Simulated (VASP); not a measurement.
Runs of VASP 6.6.1 on ZnSe2. The structure is that of space group Pa-3 (No. 205), or close to it. The cells are those of the table. 

| cell | cutoff (eV) | smearing | gap on the mesh (eV) | pressure (GPa) | largest force (eV/Å) |
| --- | --- | --- | --- | --- | --- |
| a = 6.239 Å, 12 atoms | 520 | gaussian 0.05 eV | 0.72 | (a) | 0.03 |
| a = 6.011 Å, 12 atoms | 500 | gaussian 0.02 eV | 0.38 | 10.4 | 0.03 |
| a = 6.183 Å, 12 atoms | 500 | gaussian 0.02 eV | 0.70 | (b) | 0.03 |
| a = 6.110 Å, 12 atoms | 500 | gaussian 0.02 eV | 0.59 | (c) | 0.03 |

Alike in all rows: task single point; level PBEsol; potentials or basis VASP PAW PBE potentials, release 64 (Zn, Se); no spin polarisation; k mesh 4 × 4 × 4.

Estimate the missing entries.

(a) 0.2; (b) 2.3; (c) 5.3.

Caveats: the PAW data sets were made with another functional, which shifts forces and pressure a little.

A k mesh can miss the band edges, and the runs leave out spin-orbit coupling on Se.
